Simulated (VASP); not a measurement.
# SrCd: electric field gradients with LDA

The system is SrCd.

```
Sr Cd
1.0
     3.94890    0.00000    0.00000
     0.00000    3.94890    0.00000
     0.00000    0.00000    3.94890
Sr Cd
1 1
Direct
  0.50000 0.50000 0.50000
  0.00000 0.00000 0.00000
```

This cell differs from its parent crystal: volume scaled by 0.96.

- Program: VASP 6.6.1
- Task: electric field gradients
- Functional: LDA
- Potentials or basis: VASP PAW LDA potentials, release 64 (Sr_sv, Cd)
- Cutoff: 520 eV
- k mesh: 10 × 10 × 10
- Occupations: fermi-dirac, width 0.08 eV
- Spin: no spin polarisation
- Dipole correction: no
- Further INCAR settings: ALGO = Normal; EDIFF = 1e-08; NBANDS = 18

```yaml
Pressure: -0.9 GPa
Band_gap_on_the_k_mesh: zero (band 11 reaches 3.58 eV, above the bottom of band 12 at 1.39 eV)
```

Levels at points of the mesh, in eV from the Fermi level:
| k point | band 8 | band 9 | band 10 | band 11 | band 12 | band 13 | band 14 | band 15 |
| --- | --- | --- | --- | --- | --- | --- | --- | --- |
| (0.00, 0.00, 0.00) | -8.50 | -8.50 | -5.95 | 1.33 | 1.33 | 4.15 | 4.15 | 4.15 |
| (0.50, 0.00, 0.00) | -8.49 | -8.48 | -3.62 | -2.48 | 1.70 | 2.24 | 2.24 | 5.38 |
| (0.50, 0.50, 0.00) | -8.58 | -8.36 | -3.23 | 0.06 | 0.06 | 1.16 | 3.93 | 3.93 |
| (0.50, 0.50, 0.50) | -8.36 | -8.36 | -0.86 | -0.86 | -0.86 | -0.75 | 4.91 | 4.91 |

Wall time 23 s on 1 thread of AMD EPYC 9R45 96-Core Processor (Zen 5), on a shared host, peak memory 0.16 GiB.

Caveat: without QUAD_EFG the Cq values of the log hold for a quadrupole moment of 1 mb, not for the nuclei.
